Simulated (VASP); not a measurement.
A run of VASP 6.6.1:

Contents of INCAR:

```
SYSTEM = Re
PREC     = Accurate       ! precision mode
ENCUT    = 520            ! plane-wave cutoff, eV
EDIFF    = 1E-6           ! SCF threshold, eV
ISMEAR   = 0              ! smearing method
SIGMA    = 0.15           ! smearing width, eV
LREAL    = .FALSE.        ! projectors in reciprocal space
LASPH    = .TRUE.         ! aspherical terms in the spheres
NELM     = 100            ! most SCF steps
ALGO     = Normal         ! electronic algorithm
ISIF     = 2              ! what is computed and relaxed
LWAVE    = .FALSE.        ! write WAVECAR
LCHARG   = .FALSE.        ! write CHGCAR
GGA      = PS             ! functional
NBANDS   = 14             ! bands
```

Contents of KPOINTS:

```
regular mesh
0
G
  21 21 12
  0 0 0
```

File POSCAR:

```
Re
1.0
    2.8432738522      0.0000000000      0.0000000000
   -1.4216369261      2.4623473859      0.0000000000
    0.0000000000      0.0000000000      4.2316859794
Re
2
Direct
    0.3333333333      0.6666666667      0.2500000000
    0.6666666667      0.3333333333      0.7500000000
```

Potentials or basis: VASP PAW PBE potentials, release 64 (Re).

Launch:

```sh
$ cat potpaw_PBE.64/Re/POTCAR > POTCAR
$ mpirun -np 1 vasp_std > vasp.out
```

Hardware: 1 thread of Oxide Virtual Turin-like Processor (shared host).

How long does it take, and how much memory?

It took 2.4 min on 1 thread of Oxide Virtual Turin-like Processor (shared host), peak memory 0.22 GiB. Counts: scf iterations 11, k points 336.
